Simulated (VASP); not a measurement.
# Al (Fd-3m) in VASP: further runs, part 2 of 2

VASP 6.6.1. Earlier steps stand in the parts before.

## (5) Single point, PBE

This run uses another cell than the first one, of 28.71 Å³/atom.

File INCAR:

```
PREC = Accurate
ENCUT = 500
EDIFF = 1E-6
ISMEAR = -1
SIGMA = 0.06122561905347299
LREAL = False
LASPH = True
NELM = 120
ALGO = Normal
ISIF = 2
LWAVE = False
LCHARG = True
GGA = PE
LELF = True
LVHAR = True
NBANDS = 10
GGA_COMPAT = False
```

File KPOINTS:

```
Automatic mesh
0
Gamma
  16 16 16
```

File POSCAR:

```
Al
1.0
    0.0000000000      3.0620967446      3.0620967446
    3.0620967446      0.0000000000      3.0620967446
    3.0620967446      3.0620967446      0.0000000000
Al
2
Direct
    0.0000000000      0.0000000000      0.0000000000
    0.2500000000      0.2500000000      0.2500000000
```

Potentials or basis: VASP PAW PBE potentials, release 64 (Al).

Command:

```bash
$ cat potpaw_PBE.64/Al/POTCAR > POTCAR
$ mpirun -np 1 vasp_std > vasp.out
```

OUTCAR:

```text
PREC = Accurate
   ENCUT = 500
   EDIFF = 1E-6
   ISMEAR = -1
   LREAL = False
   LASPH = True
   NELM = 120
   ISIF = 2
   GGA = PE

 ion  position               nearest neighbor table
   1  0.000  0.000  0.000-   2 2.65   2 2.65   2 2.65   2 2.65
   2  0.250  0.250  0.250-   1 2.65   1 2.65   1 2.65   1 2.65

  LATTYP: Found a face centered cubic cell.
 ALAT       =     6.1241934892

  Lattice vectors:

 A1 = (   0.0000000000,   3.0620967446,   3.0620967446)
 A2 = (   3.0620967446,   0.0000000000,   3.0620967446)
 A3 = (   3.0620967446,   3.0620967446,   0.0000000000)

Analysis of symmetry for initial positions (statically):
=====================================================================
 Subroutine PRICEL returns:
 Original cell was already a primitive cell.

 Routine SETGRP: Setting up the symmetry group for a
 face centered cubic supercell.

 Subroutine GETGRP returns: Found 48 space group operations
 (whereof 24 operations were pure point group operations)
 out of a pool of 48 trial point group operations.

The static configuration has the point symmetry T_d .
 The point group associated with its full space group is O_h .

Analysis of symmetry for dynamics (positions and initial velocities):
=====================================================================
 Subroutine PRICEL returns:
 Original cell was already a primitive cell.

 Routine SETGRP: Setting up the symmetry group for a
 face centered cubic supercell.

 Subroutine GETGRP returns: Found 48 space group operations
 (whereof 24 operations were pure point group operations)
 out of a pool of 48 trial point group operations.

The dynamic configuration has the point symmetry T_d .
 The point group associated with its full space group is O_h .

 Subroutine INISYM returns: Found 48 space group operations
 (whereof 24 operations are pure point group operations),
 and found     1 'primitive' translations

----------------------------------------------------------------------------------------

                                     Primitive cell

  volume of cell :      57.4231

  direct lattice vectors                    reciprocal lattice vectors
     0.000000000  3.062096745  3.062096745    -0.163286807  0.163286807  0.163286807
     3.062096745  0.000000000  3.062096745     0.163286807 -0.163286807  0.163286807
     3.062096745  3.062096745  0.000000000     0.163286807  0.163286807 -0.163286807

  length of vectors
     4.330458746  4.330458746  4.330458746     0.282821046  0.282821046  0.282821046

  position of ions in fractional coordinates (direct lattice)
     0.000000000  0.000000000  0.000000000
     0.250000000  0.250000000  0.250000000

  ion indices of the primitive-cell ions
   primitive index   ion index
                 1           1
                 2           2

----------------------------------------------------------------------------------------

 KPOINTS: Automatic mesh

Automatic generation of k-mesh.
 Grid dimensions read from file:
 generate k-points for:   16   16   16

 Generating k-lattice:

  Cartesian coordinates                     Fractional coordinates (reciprocal lattice)
    -0.010205425  0.010205425  0.010205425     0.062500000  0.000000000  0.000000000
     0.010205425 -0.010205425  0.010205425     0.000000000  0.062500000  0.000000000
     0.010205425  0.010205425 -0.010205425     0.000000000  0.000000000  0.062500000

  Length of vectors
     0.017676315  0.017676315  0.017676315

  Shift w.r.t. Gamma in fractional coordinates (k-lattice)
     0.000000000  0.000000000  0.000000000

 Subroutine IBZKPT returns following result:
 ===========================================

 Found    145 irreducible k-points:

 Following reciprocal coordinates:
            Coordinates               Weight
  0.000000  0.000000  0.000000      1.000000
  0.062500  0.000000  0.000000      8.000000
  0.125000  0.000000  0.000000      8.000000
  0.187500  0.000000  0.000000      8.000000
  0.250000  0.000000  0.000000      8.000000
  0.312500  0.000000  0.000000      8.000000
[... 16 lines left out ...]
 -0.125000  0.062500  0.000000     24.000000
 -0.062500  0.062500  0.000000     12.000000
 [... further k-points ...]
   k-points           NKPTS =    145   k-points in BZ     NKDIM =    145   number of bands    NBANDS=     10
   number of dos      NEDOS =    301   number of ions     NIONS =      2
   total plane-waves  NPLWV =  32768
   dimension x,y,z NGX =    32 NGY =   32 NGZ =   32
   dimension x,y,z NGXF=    64 NGYF=   64 NGZF=   64
   ions per type =               2
   NGX,Y,Z   is equivalent  to a cutoff of  12.28, 12.28, 12.28 a.u.
   NGXF,Y,Z  is equivalent  to a cutoff of  24.57, 24.57, 24.57 a.u.
 SYSTEM =  unknown system
   PREC   = accura    normal or accurate (medium, high low for compatibility)
   ISTART =      0    job   : 0-new  1-cont  2-samecut
   ICHARG =      2    charge: 1-file 2-atom 10-const
   ISPIN  =      1    spin polarized calculation?
   LNONCOLLINEAR =      F non collinear calculations
   LSORBIT =      F    spin-orbit coupling
   LASPH  =      T    aspherical Exc in radial PAW
   ENCUT  =  500.0 eV  36.75 Ry    6.06 a.u.   7.90  7.90  7.90*2*pi/ulx,y,z
   NELM   =    120;   NELMIN=  2; NELMDL= -5     # of ELM steps
   EDIFF  = 0.1E-05   stopping-criterion for ELM
   LREAL  =      F    real-space projection
   EDIFFG = 0.1E-04   stopping-criterion for IOM
   NSW    =      0    number of steps for IOM
   IBRION =     -1    ionic relax: 0-MD 1-quasi-New 2-CG
   NFREE  =      0    steps in history (QN), initial steepest desc. (CG)
   ISIF   =      2    stress and relaxation
   ISYM   =      2    0-nonsym 1-usesym 2-fastsym
   POTIM  = 0.5000    time-step for ionic-motion
   TEBEG  =    0.0;   TEEND  =   0.0 temperature during run
   PSTRESS=    0.0 pullay stress
   NELECT =       6.0000    total number of electrons
   NUPDOWN=      -1.0000    fix difference up-down
   EMIN   =  10.00;   EMAX   =-10.00  energy-range for DOS
   EFERMI =   0.00;   METHOD = LEGACY
   ISMEAR =    -1;   SIGMA  =   0.06  broadening in eV -4-tet -1-fermi 0-gaus
   EFERMI_NEDOS =   21; number of points for ismear=-14 and -15
   IALGO  =     38    algorithm
   IMIX   =      4    mixing-type and parameters
     AMIX     =   0.40;   BMIX     =  1.00
     AMIX_MAG =   1.60;   BMIX_MAG =  1.00
  volume/ion in A,a.u.               =      28.71       193.76
  Fermi-wavevector in a.u.,A,eV,Ry     =   0.771075  1.457120  8.089424  0.594556
  Thomas-Fermi vector in A             =   1.872415
   LORBIT       =      0    0 simple, 1 ext, 2 COOP (PROOUT), +10 PAW based schemes
   GGA     = PE    functional components
   LHFCALC =     F    Hartree Fock is set to
   AEXX    =    0.0000 exact exchange contribution
   IVDW    =     0    specifies the selected vdW correction
   LEPSILON=     F    determine dielectric tensor
   LRPA    =     F    only Hartree local field effects (RPA)
 non-spin polarized calculation
  energy-cutoff  :      500.00
  volume of cell :       57.42
 maximum number of plane-waves:      1475
   NGX = 15   NGY = 15   NGZ = 15

 number of electron       6.0000000 magnetization

 Free energy of the ion-electron system (eV)
  ---------------------------------------------------
  ext. energy  EPLUGINS =         0.00000000
  ---------------------------------------------------
  free energy    TOTEN  =        -6.00113872 eV

  energy without entropy =       -5.98190844  energy(sigma->0) =       -5.99152358

 E-fermi :   2.5394     XC(G=0):  -8.0064

 val. band max:        2.5324370883   @ k =   0.3750   0.1875   0.0000
 cond. band min:       2.5576637823   @ k =   0.3750   0.1875   0.0625
 fundamental gap:      0.0252266940
 Fermi energy:         2.5393733005

 k-point     1 :       0.0000    0.0000    0.0000
  band No.  band energies     occupation
      1      -5.1500      2.00000
      2       4.5754      0.00000
      3       4.5754      0.00000
      4       4.5754      0.00000
      5       6.4192      0.00000
      6       6.4192      0.00000
      7       6.4192      0.00000
      8       7.3235      0.00000
      9      10.1569      0.00000
     10      10.3334      0.00000
[... 287 lines left out ...]
 k-point    24 :      -0.0625    0.0625    0.0000
  band No.  band energies     occupation
      1      -5.0391      2.00000
      2       3.7043      0.00000
      3       4.0954      0.00000
      4       4.5287      0.00000
      5       6.5321      0.00000
      6       6.6223      0.00000
      7       6.7100      0.00000
      8       8.0442      0.00000
      9       9.7816      0.00000
     10      10.1945      0.00000

 [... further k-points ...]

------------------------ aborting loop because EDIFF is reached ----------------------------------------

  FORCE on cell =-STRESS in cart. coord.  units (eV):
  Direction    XX          YY          ZZ          XY          YZ          ZX
  --------------------------------------------------------------------------------------
  -------------------------------------------------------------------------------------
  Total       -0.4772723     -0.4772723     -0.4772723      0.0000000     -0.0000000      0.0000000
  in kB      -13.3165001    -13.3165001    -13.3165001      0.0000000     -0.0000000      0.0000000
  external PRESSURE =     -13.3165001 kB  Pullay stress =       0.0000000 kB

 VOLUME and BASIS-vectors are now :
 -----------------------------------------------------------------------------
  energy-cutoff  :      500.00
  volume of cell :       57.42
      direct lattice vectors                 reciprocal lattice vectors
     0.000000000  3.062096745  3.062096745    -0.163286807  0.163286807  0.163286807
     3.062096745  0.000000000  3.062096745     0.163286807 -0.163286807  0.163286807
     3.062096745  3.062096745  0.000000000     0.163286807  0.163286807 -0.163286807

 POSITION                                       TOTAL-FORCE (eV/Angst)
 -----------------------------------------------------------------------------------
      0.00000      0.00000      0.00000         0.000000     -0.000000     -0.000000
      1.53105      1.53105      1.53105        -0.000000      0.000000      0.000000
 -----------------------------------------------------------------------------------
    total drift:                               -0.000000      0.000000      0.000000

  FREE ENERGIE OF THE ION-ELECTRON SYSTEM (eV)
  ---------------------------------------------------
  free  energy   TOTEN  =        -6.0011387195 eV

  energy  without entropy=       -5.9819084416  energy(sigma->0) =       -5.99152358
```

OSZICAR:

```text
N       E                     dE             d eps       ncg     rms          rms(c)
DAV:   1     0.587977232800E+00    0.58798E+00   -0.18238E+03  2916   0.393E+02
DAV:   2    -0.581818826974E+01   -0.64062E+01   -0.61712E+01  3882   0.463E+01
DAV:   3    -0.598806704523E+01   -0.16988E+00   -0.16810E+00  3654   0.643E+00
DAV:   4    -0.599006484799E+01   -0.19978E-02   -0.19975E-02  3524   0.825E-01
DAV:   5    -0.599011090384E+01   -0.46056E-04   -0.46056E-04  3552   0.117E-01    0.148E+00
DAV:   6    -0.599732426982E+01   -0.72134E-02   -0.16319E-03  3394   0.228E-01    0.924E-01
DAV:   7    -0.600103101694E+01   -0.37067E-02   -0.45522E-03  3264   0.385E-01    0.901E-02
DAV:   8    -0.600112427120E+01   -0.93254E-04   -0.18883E-04  3278   0.631E-02    0.338E-02
DAV:   9    -0.600113844654E+01   -0.14175E-04   -0.25716E-05  3442   0.260E-02    0.804E-03
DAV:  10    -0.600113871948E+01   -0.27294E-06   -0.11039E-06  3172   0.666E-03
   1 F= -.60011387E+01 E0= -.59915236E+01  d E =-.192303E-01
```

stdout:

```text
POSCAR found type information on POSCAR Al
 POSCAR found :  1 types and       2 ions
 scaLAPACK will be used
 LDA part: xc-table for (Slater+PW92), standard interpolation
 POSCAR, INCAR and KPOINTS ok, starting setup
 FFT: planning ... GRIDC
 FFT: planning ... GRID_SOFT
 FFT: planning ... GRID
 WAVECAR not read
 entering main loop
```

It took 62 s on 1 thread of Intel Xeon 8259CL, shared host; peak memory 0.2 GiB.

What came out:

| Item | Value |
| --- | --- |
| Free energy | -6.0011 eV |
| Pressure | -1.3 GPa |
| Band gap on the k mesh | zero (bands 3 and 4 overlap by 3.34 eV) |

## (6) The runs side by side

| cell | gap on the mesh (eV) | pressure (GPa) |
| --- | --- | --- |
| a = 4.274 Å, angles 60.0°, 2 atoms | none | 0.0 |
| a = 4.303 Å, angles 60.0°, 2 atoms | none | -0.7 |
| a = 4.330 Å, angles 60.0°, 2 atoms | none | -1.3 |

Alike in all rows: task single point; level PBE; potentials or basis VASP PAW PBE potentials, release 64 (Al); no spin polarisation; k mesh 16 × 16 × 16; cutoff (eV) 500; smearing fermi-dirac 0.0612256 eV.

Absolute energies hang on the potentials; compare differences alone.
